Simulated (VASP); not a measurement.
# BiO5 (P-6m2) in VASP: a series of runs

BiO5 is run at these levels: PBE; tasks: single point, relaxation of cell and atoms.

Program: VASP 6.6.1. These are calculated values, not measurements. Logs are shortened: lines on timing, memory, paths and dates and some standing lists are left out, and cuts for length are marked.

**1. The cell of the first run**

The structure is hexagonal, space group P-6m2 (No. 187). The conventional cell has a = 2.797 Å, b = 2.797 Å, c = 14.134 Å, α = 90.00°, β = 90.00°, γ = 120.00°. Within 3.7 Å of Bi (site symmetry -6m2) lie 6 Bi at 2.80 Å and 6 O at 2.84 Å. Within 3.7 Å of O (site symmetry 3m) lie 9 O at 2.80 to 2.87 Å and 3 Bi at 2.84 Å. Within 3.7 Å of O (site symmetry 3m) lie 12 O at 2.80 to 2.87 Å. O (site symmetry -6m2) has 12 O at 2.80 to 2.86 Å within 3.7 Å.

**2. Single point, PBE**

File INCAR:

```
  ALGO = Normal
  EDIFF = 1E-6
  ENCUT = 520
  GGA = PE
  ISIF = 2
  ISMEAR = 0
  LASPH = T
  LCHARG = T
  LELF = T
  LREAL = F
  LVHAR = T
  LWAVE = F
  NBANDS = 32
  NELM = 80
  PREC = Accurate
  SIGMA = 0.1
```

File KPOINTS:

```
k-points
0
Gamma
  6 6 2
```

File POSCAR:

```
BiO5
1.0
    2.7969418100      0.0000000000      0.0000000000
   -1.3984709000      2.4222226600      0.0000000000
    0.0000000000      0.0000000000     14.1337598600
Bi O
1 5
Direct
    0.0000000000      0.0000000000      0.0000000000
    0.6666666700      0.3333333300      0.8349520000
    0.0000000000      0.0000000000      0.6673210300
    0.6666666700      0.3333333300      0.5000000000
    0.0000000000      0.0000000000      0.3326789700
    0.6666666700      0.3333333300      0.1650480000
```

Potentials or basis: VASP PAW PBE potentials, release 64 (Bi_d, O).

Run with:

```console
$ cat potpaw_PBE.64/Bi_d/POTCAR potpaw_PBE.64/O/POTCAR > POTCAR
$ mpirun -np 1 vasp_std > vasp.out
```

OUTCAR:

```text
EDIFF = 1E-6
   ENCUT = 520
   GGA = PE
   ISIF = 2
   ISMEAR = 0
   LASPH = T
   LREAL = F
   NELM = 80
   PREC = Accurate

 ion  position               nearest neighbor table
   1  0.000  0.000  0.000-   2 2.84   6 2.84   2 2.84   6 2.84   2 2.84   6 2.84
   2  0.667  0.333  0.835-   1 2.84   1 2.84   1 2.84
   3  0.000  0.000  0.667-
   4  0.667  0.333  0.500-
   5  0.000  0.000  0.333-
   6  0.667  0.333  0.165-   1 2.84   1 2.84   1 2.84

  LATTYP: Found a hexagonal cell.
 ALAT       =     2.7969418100
 C/A-ratio  =     5.0532906367

  Lattice vectors:

 A1 = (   2.7969418100,   0.0000000000,   0.0000000000)
 A2 = (  -1.3984709000,   2.4222226600,   0.0000000000)
 A3 = (   0.0000000000,   0.0000000000,  14.1337598600)

Analysis of symmetry for initial positions (statically):
=====================================================================
 Subroutine PRICEL returns:
 Original cell was already a primitive cell.

 Routine SETGRP: Setting up the symmetry group for a
 hexagonal supercell.

 Subroutine GETGRP returns: Found 12 space group operations
 (whereof 12 operations were pure point group operations)
 out of a pool of 24 trial point group operations.

The static configuration has the point symmetry D_3h.

Analysis of symmetry for dynamics (positions and initial velocities):
=====================================================================
 Subroutine PRICEL returns:
 Original cell was already a primitive cell.

 Routine SETGRP: Setting up the symmetry group for a
 hexagonal supercell.

 Subroutine GETGRP returns: Found 12 space group operations
 (whereof 12 operations were pure point group operations)
 out of a pool of 24 trial point group operations.

The dynamic configuration has the point symmetry D_3h.

 Subroutine INISYM returns: Found 12 space group operations
 (whereof 12 operations are pure point group operations),
 and found     1 'primitive' translations

----------------------------------------------------------------------------------------

                                     Primitive cell

  volume of cell :      95.7536

  direct lattice vectors                    reciprocal lattice vectors
     2.796941810  0.000000000  0.000000000     0.357533359  0.206421980  0.000000000
    -1.398470900  2.422222660  0.000000000     0.000000000  0.412843962  0.000000000
     0.000000000  0.000000000 14.133759860     0.000000000  0.000000000  0.070752582

  length of vectors
     2.796941810  2.796941807 14.133759860     0.412843962  0.412843962  0.070752582

  position of ions in fractional coordinates (direct lattice)
     0.000000000  0.000000000  0.000000000
     0.666666670  0.333333330  0.834952000
     0.000000000  0.000000000  0.667321030
     0.666666670  0.333333330  0.500000000
     0.000000000  0.000000000  0.332678970
     0.666666670  0.333333330  0.165048000

  ion indices of the primitive-cell ions
   primitive index   ion index
                 1           1
                 2           2
                 3           3
                 4           4
                 5           5
                 6           6

----------------------------------------------------------------------------------------

 KPOINTS: k-points

Automatic generation of k-mesh.
 Grid dimensions read from file:
 generate k-points for:    6    6    2

 Generating k-lattice:

  Cartesian coordinates                     Fractional coordinates (reciprocal lattice)
     0.059588893  0.034403663  0.000000000     0.166666667  0.000000000  0.000000000
     0.000000000  0.068807327  0.000000000     0.000000000  0.166666667  0.000000000
     0.000000000  0.000000000  0.035376291     0.000000000  0.000000000  0.500000000

  Length of vectors
     0.068807327  0.068807327  0.035376291

  Shift w.r.t. Gamma in fractional coordinates (k-lattice)
     0.000000000  0.000000000  0.000000000

 Subroutine IBZKPT returns following result:
 ===========================================

 Found     14 irreducible k-points:

 Following reciprocal coordinates:
            Coordinates               Weight
  0.000000  0.000000  0.000000      1.000000
  0.166667  0.000000  0.000000      6.000000
  0.333333 -0.000000  0.000000      6.000000
  0.500000  0.000000  0.000000      3.000000
  0.166667  0.166667  0.000000      6.000000
  0.333333  0.166667  0.000000     12.000000
  0.333333  0.333333  0.000000      2.000000
  0.000000  0.000000  0.500000      1.000000
  0.166667  0.000000  0.500000      6.000000
  0.333333 -0.000000  0.500000      6.000000
  0.500000  0.000000  0.500000      3.000000
  0.166667  0.166667  0.500000      6.000000
  0.333333  0.166667  0.500000     12.000000
  0.333333  0.333333  0.500000      2.000000
   k-points           NKPTS =     14   k-points in BZ     NKDIM =     14   number of bands    NBANDS=     32
   number of dos      NEDOS =    301   number of ions     NIONS =      6
   total plane-waves  NPLWV =  62208
   dimension x,y,z NGX =    24 NGY =   24 NGZ =  108
   dimension x,y,z NGXF=    48 NGYF=   48 NGZF=  216
   ions per type =               1   5
   NGX,Y,Z   is equivalent  to a cutoff of  14.27, 14.27, 12.70 a.u.
   NGXF,Y,Z  is equivalent  to a cutoff of  28.53, 28.53, 25.41 a.u.
 SYSTEM =  unknown system
   PREC   = accura    normal or accurate (medium, high low for compatibility)
   ISTART =      0    job   : 0-new  1-cont  2-samecut
   ICHARG =      2    charge: 1-file 2-atom 10-const
   ISPIN  =      1    spin polarized calculation?
   LNONCOLLINEAR =      F non collinear calculations
   LSORBIT =      F    spin-orbit coupling
   LASPH  =      T    aspherical Exc in radial PAW
   ENCUT  =  520.0 eV  38.22 Ry    6.18 a.u.   5.20  5.20 26.28*2*pi/ulx,y,z
   NELM   =     80;   NELMIN=  2; NELMDL= -5     # of ELM steps
   EDIFF  = 0.1E-05   stopping-criterion for ELM
   LREAL  =      F    real-space projection
   EDIFFG = 0.1E-04   stopping-criterion for IOM
   NSW    =      0    number of steps for IOM
   IBRION =     -1    ionic relax: 0-MD 1-quasi-New 2-CG
   NFREE  =      0    steps in history (QN), initial steepest desc. (CG)
   ISIF   =      2    stress and relaxation
   ISYM   =      2    0-nonsym 1-usesym 2-fastsym
   POTIM  = 0.5000    time-step for ionic-motion
   TEBEG  =    0.0;   TEEND  =   0.0 temperature during run
   PSTRESS=    0.0 pullay stress
   NELECT =      45.0000    total number of electrons
   NUPDOWN=      -1.0000    fix difference up-down
   EMIN   =  10.00;   EMAX   =-10.00  energy-range for DOS
   EFERMI =   0.00;   METHOD = LEGACY
   ISMEAR =     0;   SIGMA  =   0.10  broadening in eV -4-tet -1-fermi 0-gaus
   EFERMI_NEDOS =   21; number of points for ismear=-14 and -15
   IALGO  =     38    algorithm
   IMIX   =      4    mixing-type and parameters
     AMIX     =   0.40;   BMIX     =  1.00
     AMIX_MAG =   1.60;   BMIX_MAG =  1.00
  volume/ion in A,a.u.               =      15.96       107.70
  Fermi-wavevector in a.u.,A,eV,Ry     =   1.272801  2.405246 22.041752  1.620023
  Thomas-Fermi vector in A             =   2.405660
   LORBIT       =      0    0 simple, 1 ext, 2 COOP (PROOUT), +10 PAW based schemes
   GGA     = PE    functional components
   LHFCALC =     F    Hartree Fock is set to
   AEXX    =    0.0000 exact exchange contribution
   IVDW    =     0    specifies the selected vdW correction
   LEPSILON=     F    determine dielectric tensor
   LRPA    =     F    only Hartree local field effects (RPA)
 non-spin polarized calculation
 Gauss-broadening in eV      SIGMA  =   0.10
  energy-cutoff  :      520.00
  volume of cell :       95.75
 maximum number of plane-waves:      2600
 NGX is ok and might be reduce to    24
   NGX = 11   NGY = 11   NGZ = 53

 number of electron      45.0000009 magnetization

 Free energy of the ion-electron system (eV)
  ---------------------------------------------------
  ext. energy  EPLUGINS =         0.00000000
  ---------------------------------------------------
  free energy    TOTEN  =       -12.32772149 eV

  energy without entropy =      -12.22718233  energy(sigma->0) =      -12.27745191

 E-fermi :  -0.0199     XC(G=0):  -9.4834

 val. band max:       -0.0206238047   @ k =   0.3333  -0.0000   0.5000
 cond. band min:      -0.0142324905   @ k =   0.5000   0.0000   0.5000
 fundamental gap:      0.0063913143
 Fermi energy:        -0.0198747746

 k-point     1 :       0.0000    0.0000    0.0000
  band No.  band energies     occupation
      1     -24.1179      2.00000
      2     -24.0286      2.00000
      3     -24.0286      2.00000
      4     -23.2077      2.00000
      5     -23.2077      2.00000
      6     -17.2564      2.00000
[... 24 lines left out ...]
     31      11.8882      0.00000
     32      12.2148      0.00000

 k-point     2 :       0.1667    0.0000    0.0000
  band No.  band energies     occupation
      1     -24.1608      2.00000
      2     -23.8400      2.00000
      3     -23.7888      2.00000
      4     -23.3591      2.00000
      5     -23.2396      2.00000
      6     -16.8256      2.00000
[... 24 lines left out ...]
     31      11.4808      0.00000
     32      12.3908      0.00000

 k-point     3 :       0.3333   -0.0000    0.0000
  band No.  band energies     occupation
      1     -24.3917      2.00000
      2     -23.6445      2.00000
      3     -23.3514      2.00000
      4     -23.3031      2.00000
      5     -23.2824      2.00000
      6     -15.9916      2.00000
[... 24 lines left out ...]
     31      10.8804      0.00000
     32      13.1563      0.00000

 k-point     4 :       0.5000    0.0000    0.0000
  band No.  band energies     occupation
      1     -24.5066      2.00000
      2     -23.7797      2.00000
      3     -23.3346      2.00000
      4     -23.1262      2.00000
      5     -23.0139      2.00000
      6     -15.6069      2.00000
[... 304 lines left out ...]
     31      12.5432      0.00000
     32      13.1882      0.00000

 k-point    13 :       0.3333    0.1667    0.5000
  band No.  band energies     occupation
      1     -24.2042      2.00000
      2     -23.7071      2.00000
      3     -23.4115      2.00000
      4     -23.3951      2.00000
      5     -23.0921      2.00000
      6     -15.6181      2.00000
[... 24 lines left out ...]
     31      12.4003      0.00000
     32      13.6899      0.00000

 k-point    14 :       0.3333    0.3333    0.5000
  band No.  band energies     occupation
      1     -23.6666      2.00000
      2     -23.6653      2.00000
      3     -23.6086      2.00000
      4     -23.5967      2.00000
      5     -23.2223      2.00000
      6     -15.4452      2.00000
[... 24 lines left out ...]
     31      11.0904      0.00000
     32      14.5622      0.00000

------------------------ aborting loop because EDIFF is reached ----------------------------------------

  FORCE on cell =-STRESS in cart. coord.  units (eV):
  Direction    XX          YY          ZZ          XY          YZ          ZX
  --------------------------------------------------------------------------------------
  -------------------------------------------------------------------------------------
  Total        5.3507109      5.3507109    -14.0606298      0.0000000      0.0000000      0.0000000
  in kB       89.5296463     89.5296463   -235.2665334      0.0000002      0.0000000      0.0000000
  external PRESSURE =     -18.7357470 kB  Pullay stress =       0.0000000 kB

 VOLUME and BASIS-vectors are now :
 -----------------------------------------------------------------------------
  energy-cutoff  :      520.00
  volume of cell :       95.75
      direct lattice vectors                 reciprocal lattice vectors
     2.796941810  0.000000000  0.000000000     0.357533359  0.206421980  0.000000000
    -1.398470900  2.422222660  0.000000000     0.000000000  0.412843962  0.000000000
     0.000000000  0.000000000 14.133759860     0.000000000  0.000000000  0.070752582

 POSITION                                       TOTAL-FORCE (eV/Angst)
 -----------------------------------------------------------------------------------
      0.00000      0.00000      0.00000         0.000000     -0.000000      0.000000
      1.39847      0.80741     11.80101         0.000000      0.000000      1.612313
      0.00000      0.00000      9.43176         0.000000     -0.000000     -0.368133
      1.39847      0.80741      7.06688        -0.000000      0.000000      0.000000
      0.00000      0.00000      4.70200         0.000000     -0.000000      0.368133
      1.39847      0.80741      2.33275        -0.000000      0.000000     -1.612313
 -----------------------------------------------------------------------------------
    total drift:                               -0.000052      0.000030      0.000000

  FREE ENERGIE OF THE ION-ELECTRON SYSTEM (eV)
  ---------------------------------------------------
  free  energy   TOTEN  =       -12.3277214896 eV

  energy  without entropy=      -12.2271823330  energy(sigma->0) =      -12.27745191
```

It took 73 s on 1 thread of Intel Xeon Platinum 8259CL at 2.50GHz (Skylake/Cascade Lake), shared host; peak memory 0.24 GiB.

Results:

| Quantity | Value |
| --- | --- |
| Free energy | -12.3277 eV |
| Pressure | -1.9 GPa |
| Largest force | 1.612 eV/Å |

Forces on the atoms (eV/Å):
```
Bi   0.000  0.000  0.000
O    0.000  0.000  1.612
O    0.000  0.000 -0.368
O    0.000  0.000  0.000
O    0.000  0.000  0.368
O    0.000  0.000 -1.612
```

Stress tensor (GPa, compression positive):
```
  8.95   0.00   0.00
  0.00   8.95   0.00
  0.00   0.00 -23.53
```

Levels at points of the mesh, in eV from the Fermi level:
```csv
k point,band 19,band 20,band 21,band 22,band 23,band 24,band 25,band 26
"(0.00, 0.00, 0.00)",0.49,0.49,0.53,0.53,0.61,0.61,0.64,0.64
"(0.50, 0.00, 0.00)",-0.48,-0.42,-0.20,-0.09,-0.05,-0.02,0.01,0.18
"(0.00, 0.00, 0.50)",0.49,0.49,0.53,0.53,0.60,0.60,0.64,0.64
"(0.50, 0.00, 0.50)",-0.72,-0.17,-0.16,-0.16,-0.10,0.01,0.01,0.15
```

Caveat: the k points lie up to 0.43 Å⁻¹ apart; spin-orbit coupling is left out, which moves the levels of the heavy elements; an odd number of electrons without spin polarisation forces a metal; a magnetic or distorted state may lie lower.

(Continued in part 2 of 3.)
